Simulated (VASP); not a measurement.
A run of VASP 6.6.1 is set up as follows.

INCAR

```
SYSTEM = NbP
  ALGO = Normal
  EDIFF = 1E-6
  EDIFFG = -0.04
  ENCUT = 600
  GGA = PE
  IBRION = 2
  ISIF = 3
  ISMEAR = 0
  LASPH = .TRUE.
  LCHARG = .FALSE.
  LREAL = .FALSE.
  LWAVE = .FALSE.
  NELM = 60
  NSW = 90
  PREC = Accurate
  SIGMA = 0.1
```

Contents of KPOINTS:

```
k-points
0
G
  6 6 4
  0 0 0
```

The input POSCAR:

```
NbP
1.0
    3.7345308958      0.0000000000      0.0000000000
    0.0000000000      3.7345308958      0.0000000000
    0.0000000000      0.0000000000      4.7189045287
Nb P
2 2
Direct
    0.0000000000      0.5000000000      0.2351000000
    0.5000000000      0.0000000000      0.7649000000
    0.0000000000      0.0000000000      0.0000000000
    0.5000000000      0.5000000000      0.0000000000
```

Potentials or basis: VASP PAW PBE potentials, release 64 (Nb_sv, P).

The run is started by

```sh
$ cat potpaw_PBE.64/Nb_sv/POTCAR potpaw_PBE.64/P/POTCAR > POTCAR
$ mpirun -np 1 vasp_std > vasp.out
```

Task: What does it give for the relaxed volume?

Result: 16.41 Å³/atom.

Task: Predict the relaxed cell.

Result: a = 3.403 Å, b = 3.403 Å, c = 5.670 Å, α = 90.00°, β = 90.00°, γ = 90.00°.

Task: Estimate the band gap on the k mesh.

Result: Zero (band 18 reaches 11.21 eV, above the bottom of band 19 at 10.16 eV).

Forces on the atoms (eV/Å):
```
Nb   0.000  0.000 -0.025
Nb   0.000  0.000  0.025
P    0.000  0.000  0.000
P    0.000  0.000  0.000
```
